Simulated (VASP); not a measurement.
# B4N3 (P-6m2) in VASP: vibrations by perturbation theory with PBE

Aim: the vibrations by perturbation theory of B4N3 with PBE.

Program: VASP 6.6.1. These are calculated values, not measurements. Logs are shortened: lines on timing, memory, paths and dates and some standing lists are left out, and cuts for length are marked.

### Step 1. The cell of the first run

It takes space group P-6m2 (No. 187, hexagonal). The conventional cell has a = 4.855 Å, b = 4.855 Å, c = 3.255 Å, α = 90.00°, β = 90.00°, γ = 120.00°. Within 1.9 Å of B (site symmetry mm2) lie 2 N at 1.44 Å. B (site symmetry -6m2) has 3 N at 1.40 Å within 1.9 Å. Within 1.9 Å of N (site symmetry mm2) lie 3 B at 1.40 to 1.44 Å.

### Step 2. Vibrations by perturbation theory, PBE

File INCAR:

```
ALGO     = Normal         # electronic algorithm
EDIFF    = 1E-8           # SCF threshold, eV
ENCUT    = 520            # plane-wave cutoff, eV
GGA      = PE             # functional
IBRION   = 8              # ionic algorithm
ISIF     = 2              # what is computed and relaxed
ISMEAR   = 0              # smearing method
LASPH    = T              # aspherical terms in the spheres
LCHARG   = T              # write CHGCAR
LREAL    = F              # projectors in reciprocal space
LWAVE    = F              # write WAVECAR
NELM     = 80             # most SCF steps
NSW      = 1              # ionic steps
PREC     = Accurate       # precision mode
SIGMA    = 0.1            # smearing width, eV
```

File KPOINTS:

```
k-points
0
Gamma
  6 6 10
```

File POSCAR:

```
B4N3
1.0
    4.8550374129      0.0000000000      0.0000000000
   -2.4275187065      4.2045857359      0.0000000000
    0.0000000000      0.0000000000      3.2553016939
B N
4 3
Direct
    0.5093135203      0.0186270406      0.0000000000
    0.9813729594      0.4906864797      0.0000000000
    0.5093135203      0.4906864797      0.0000000000
    0.0000000000      0.0000000000      0.0000000000
    0.1662105039      0.8337894961      0.0000000000
    0.6675789923      0.8337894961      0.0000000000
    0.1662105039      0.3324210077      0.0000000000
```

Potentials or basis: VASP PAW PBE potentials, release 64 (B, N).

Command:

```sh
cat potpaw_PBE.64/B/POTCAR potpaw_PBE.64/N/POTCAR > POTCAR
mpirun -np 1 vasp_std > vasp.out
```

OUTCAR:

```text
EDIFF = 1E-8
   ENCUT = 520
   GGA = PE
   IBRION = 8
   ISIF = 2
   ISMEAR = 0
   LASPH = T
   LREAL = F
   NELM = 80
   NSW = 1
   PREC = Accurate

 ion  position               nearest neighbor table
   1  0.509  0.019  0.000-   5 1.44   6 1.44
   2  0.981  0.491  0.000-   5 1.44   7 1.44
   3  0.509  0.491  0.000-   7 1.44   6 1.44
   4  0.000  0.000  0.000-   6 1.40   7 1.40   5 1.40
   5  0.166  0.834  0.000-   4 1.40   1 1.44   2 1.44
   6  0.668  0.834  0.000-   4 1.40   3 1.44   1 1.44
   7  0.166  0.332  0.000-   4 1.40   3 1.44   2 1.44

  LATTYP: Found a hexagonal cell.
 ALAT       =     4.8550374129
 C/A-ratio  =     0.6704998164

  Lattice vectors:

 A1 = (   4.8550374129,   0.0000000000,   0.0000000000)
 A2 = (  -2.4275187065,   4.2045857359,   0.0000000000)
 A3 = (   0.0000000000,   0.0000000000,   3.2553016939)

Analysis of symmetry for initial positions (statically):
=====================================================================
 Subroutine PRICEL returns:
 Original cell was already a primitive cell.

 Routine SETGRP: Setting up the symmetry group for a
 hexagonal supercell.

 Subroutine GETGRP returns: Found 12 space group operations
 (whereof 12 operations were pure point group operations)
 out of a pool of 24 trial point group operations.

The static configuration has the point symmetry D_3h.

Analysis of symmetry for dynamics (positions and initial velocities):
=====================================================================
 Subroutine PRICEL returns:
 Original cell was already a primitive cell.

 Routine SETGRP: Setting up the symmetry group for a
 hexagonal supercell.

 Subroutine GETGRP returns: Found 12 space group operations
 (whereof 12 operations were pure point group operations)
 out of a pool of 24 trial point group operations.

The dynamic configuration has the point symmetry D_3h.

 Subroutine INISYM returns: Found 12 space group operations
 (whereof 12 operations are pure point group operations),
 and found     1 'primitive' translations

[... 652 lines left out ...]

 VOLUME and BASIS-vectors are now :
 -----------------------------------------------------------------------------
  energy-cutoff  :      520.00
  volume of cell :       66.45
      direct lattice vectors                 reciprocal lattice vectors
     4.855037413  0.000000000  0.000000000     0.205971636  0.118917780  0.000000000
    -2.427518706  4.204585736  0.000000000     0.000000000  0.237835559  0.000000000
     0.000000000  0.000000000  3.255301694     0.000000000  0.000000000  0.307191190

 POSITION                                       TOTAL-FORCE (eV/Angst)
 -----------------------------------------------------------------------------------
      2.42752      0.07832      0.00000        -0.000000      0.013037      0.000000
      3.57345      2.06313      0.00000        -0.011290     -0.006519     -0.000000
      1.28159      2.06313      0.00000         0.011290     -0.006519     -0.000000
      0.00000      0.00000      0.00000         0.000000     -0.000000      0.000000
     -1.21708      3.50574      0.00000        -0.006178      0.003567      0.000000
      1.21708      3.50574      0.00000         0.006178      0.003567      0.000000
      0.00000      1.39769      0.00000         0.000000     -0.007134      0.000000
 -----------------------------------------------------------------------------------
    total drift:                               -0.000002      0.000001     -0.000000

  FREE ENERGIE OF THE ION-ELECTRON SYSTEM (eV)
  ---------------------------------------------------
  free  energy   TOTEN  =       -54.7772620663 eV

  energy  without entropy=      -54.7750182595  energy(sigma->0) =      -54.77614016

[... ionic steps 2 to 15 ...]

--------------------------------------- Ionic step       16  -------------------------------------------

------------------------ aborting loop because EDIFF is reached ----------------------------------------

[... ionic steps 17 to 17 ...]

--------------------------------------- Ionic step       18  -------------------------------------------

 Free energy of the ion-electron system (eV)
  ---------------------------------------------------
  ---------------------------------------------------
  free energy    TOTEN  =        -0.23871130 eV

  energy without entropy =       -0.23871130

------------------------ aborting loop because EDIFF is reached ----------------------------------------

 INTERNAL STRAIN TENSOR  FOR ION    5  DIRECTION 3   (eV/Angst):
 -----------------------------------------------------------------------------
    -0.00234  0.00416  0.22281
     0.00416  0.00246 -0.12864
     0.23009 -0.13284  0.01001

 INTERNAL STRAIN TENSOR FOR ION    7 for displacements in x,y,z  (eV/Angst):
          X           Y           Z          XY          YZ          ZX
  --------------------------------------------------------------------------------
  x    -0.00000     0.00000     0.00000     7.07807     0.00000     0.00000
  y    16.30135   -27.23251    -0.05814     0.00000     0.00000     0.00000
  z    -0.00000    -0.00000     0.00000    -0.00000     0.26568    -0.00000

 SECOND DERIVATIVES (NOT SYMMETRIZED)
 ------------------------------------
               1X          1Y          1Z          2X          2Y          2Z          3X          3Y          3Z          4X          4Y          4Z          5X          5Y          5Z          6X          6Y          6Z          7X          7Y          7Z
  1X   -43.740715    0.000000    0.000000   -0.415058    1.461445    0.000000   -0.415058   -1.461445    0.000000   10.007963    0.000000    0.000000   15.748955    8.501553    0.000000   15.748955   -8.501553    0.000000    3.064959    0.000000    0.000000
  1Y     0.000000  -18.018400    0.000000    4.415513    2.972407    0.000000   -4.415513    2.972407    0.000000    0.000000   -2.737174    0.000000    6.034530    7.583088    0.000000   -6.034530    7.583088    0.000000    0.000000   -0.355417    0.000000
  1Z     0.000000    0.000000   -5.047052    0.000000    0.000000   -0.764172    0.000000    0.000000   -0.764172    0.000000   -0.000000   -0.054784    0.000000   -0.000000    3.381255    0.000000   -0.000000    3.381255    0.000000    0.000000   -0.132331
  2X    -0.419257    4.413089    0.000000  -24.448979   11.138089    0.000000    4.670338   -1.479457    0.000000    0.449110   -5.518806    0.000000    3.330246   -1.135415    0.000000    0.499677   -1.481066    0.000000   15.918864   -5.936433    0.000000
  2Y     1.459021    2.976605    0.000000   11.138089  -37.310136    0.000000    1.474610   -2.112989    0.000000   -5.518806    6.821679    0.000000    1.331608   20.001797    0.000000   -1.481066    2.209865    0.000000   -8.403457    7.413180    0.000000
  2Z     0.000000    0.000000   -0.764172    0.000000   -0.000000   -5.047052   -0.000000   -0.000000   -0.764172    0.000000    0.000000   -0.054784   -0.000000    0.000000    3.381255    0.000000    0.000000   -0.132331    0.000000    0.000000    3.381255
  3X    -0.419257   -4.413089    0.000000    4.670338    1.479457    0.000000  -24.448979  -11.138089    0.000000    0.449110    5.518806    0.000000    0.499677    1.481066    0.000000    3.330246    1.135415    0.000000   15.918864    5.936433    0.000000
  3Y    -1.459021    2.976605    0.000000   -1.474610   -2.112989    0.000000  -11.138089  -37.310136    0.000000    5.518806    6.821679    0.000000    1.481066    2.209865    0.000000   -1.331608   20.001797    0.000000    8.403457    7.413180    0.000000
  3Z     0.000000    0.000000   -0.764172    0.000000   -0.000000   -0.764172    0.000000   -0.000000   -5.047052    0.000000    0.000000   -0.054784   -0.000000    0.000000   -0.132331   -0.000000    0.000000    3.381255    0.000000    0.000000    3.381255
  4X    10.009162    0.000000    0.000000    0.445647   -5.521498    0.000000    0.445647    5.521498    0.000000  -63.671217    0.000000    0.000000   24.051428  -11.191083    0.000000   24.051428   11.191083    0.000000    4.667904   -0.000000    0.000000
  4Y     0.000000   -2.742192    0.000000   -5.521498    6.821324    0.000000    5.521498    6.821324    0.000000    0.000000  -63.671217    0.000000  -11.191083   11.129079    0.000000   11.191083   11.129079    0.000000   -0.000000   30.512603    0.000000
  4Z     0.000000    0.000000   -0.055733    0.000000    0.000000   -0.055733    0.000000    0.000000   -0.055733    0.000000    0.000000  -10.012532    0.000000    0.000000    3.393244    0.000000    0.000000    3.393244    0.000000    0.000000    3.393244
  5X    15.763531    6.029788    0.000000    3.330975    1.332484    0.000000    0.504797    1.479763    0.000000   24.052757  -11.191797    0.000000  -57.004140    7.346955    0.000000   11.001189    0.261747    0.000000    2.350890   -5.258940    0.000000
  5Y     8.510423    7.581585    0.000000   -1.148151   20.014141    0.000000    1.479763    2.213480    0.000000  -11.191797   11.129583    0.000000    7.346955  -48.520607    0.000000   -0.264688   -0.534241    0.000000   -4.732506    8.116058    0.000000
  5Z    -0.000000   -0.000000    3.383012    0.000000   -0.000000    3.383012    0.000000    0.000000   -0.131349   -0.000000   -0.000000    3.394793   -0.000000   -0.000000   -6.351631    0.000000    0.000000   -1.838919    0.000000    0.000000   -1.838919
  6X    15.763531   -6.029788    0.000000    0.504797   -1.479763    0.000000    3.330975   -1.332484    0.000000   24.052757   11.191797    0.000000   11.001189   -0.261747    0.000000  -57.004140   -7.346955    0.000000    2.350890    5.258940    0.000000
  6Y    -8.510423    7.581585    0.000000   -1.479763    2.213480    0.000000    1.148151   20.014141    0.000000   11.191797   11.129583    0.000000    0.264688   -0.534241    0.000000   -7.346955  -48.520607    0.000000    4.732506    8.116058    0.000000
  6Z     0.000000   -0.000000    3.383012   -0.000000    0.000000   -0.131349   -0.000000    0.000000    3.383012    0.000000    0.000000    3.394793    0.000000    0.000000   -1.838919    0.000000   -0.000000   -6.351631    0.000000    0.000000   -1.838919
  7X     3.067821    0.000000    0.000000   15.923168   -8.418257    0.000000   15.923168    8.418257    0.000000    4.667996   -0.000000    0.000000    2.348344   -4.731035    0.000000    2.348344    4.731035    0.000000  -44.278841    0.000000    0.000000
  7Y     0.000000   -0.349544    0.000000   -5.937622    7.421948    0.000000    5.937622    7.421948    0.000000   -0.000000   30.514345    0.000000   -5.257470    8.118605    0.000000    5.257470    8.118605    0.000000    0.000000  -61.245906    0.000000
  7Z     0.000000   -0.000000   -0.131349    0.000000    0.000000    3.383012   -0.000000    0.000000    3.383012    0.000000    0.000000    3.394793    0.000000   -0.000000   -1.838919    0.000000   -0.000000   -1.838919   -0.000000    0.000000   -6.351631

 Eigenvectors and eigenvalues of the dynamical matrix
 ----------------------------------------------------

   1 f  =   44.371189 THz   278.792404 2PiTHz 1480.063560 cm-1   183.504411 meV
             X         Y         Z           dx          dy          dz
      2.427519  0.078319  0.000000     0.024385    0.016579    0.000000
      3.573452  2.063133  0.000000     0.013560   -0.033043    0.000000
      1.281586  2.063133  0.000000    -0.024001    0.001142   -0.000000
      0.000000  0.000000  0.000000    -0.553792    0.608492    0.000000
     -1.217081  3.505739  0.000000     0.380018   -0.222172    0.000000
      1.217081  3.505739  0.000000     0.089134    0.042563   -0.000000
      0.000000  1.397693  0.000000     0.005309   -0.341717    0.000000
[... 191 lines left out ...]
  21 f/i=    0.005733 THz     0.036019 2PiTHz    0.191221 cm-1     0.023708 meV
             X         Y         Z           dx          dy          dz
      2.427519  0.078319  0.000000    -0.058947    0.351348   -0.000000
      3.573452  2.063133  0.000000    -0.058918    0.351268   -0.000000
      1.281586  2.063133  0.000000    -0.059001    0.351282   -0.000000
      0.000000  0.000000  0.000000    -0.058929    0.351142   -0.000000
     -1.217081  3.505739  0.000000    -0.066986    0.399643   -0.000000
      1.217081  3.505739  0.000000    -0.067127    0.399666   -0.000000
      0.000000  1.397693  0.000000    -0.067077    0.399532   -0.000000

--------------------------------------------------------------------------------------------------------

 ELASTIC MODULI CONTR FROM IONIC RELAXATION (kBar)
 Direction    XX          YY          ZZ          XY          YZ          ZX
 --------------------------------------------------------------------------------
 XX       -2920.9220    126.9161     24.6397      0.0000      0.0000      0.0000
 YY         126.9161  -2920.9220     24.6397      0.0000      0.0000     -0.0000
 ZZ          24.6397     24.6397     -0.4570     -0.0000     -0.0000     -0.0000
 XY           0.0000      0.0000     -0.0000  -1523.9465     -0.0000     -0.0000
 YZ           0.0000      0.0000     -0.0000     -0.0000   -106.8017      0.0000
 ZX           0.0000     -0.0000     -0.0000     -0.0000      0.0000   -105.3195
 --------------------------------------------------------------------------------
```

Run time: 7 min. Hardware: 1 thread of Intel Xeon 6975P-C (Granite Rapids), shared host; peak memory 0.48 GiB.

What came out:

- Highest phonon frequency at Γ, LO-TO splitting left out: 1480 cm⁻¹

Phonon frequencies in cm⁻¹ (negative: imaginary):
```
              q point                                                                            frequencies
(0.000, 0.000, 0.000)  0 0 0 139 139 420 420 446 446 459 514 634 846 1034 1034 1228 1236 1241 1241 1480 1480
```
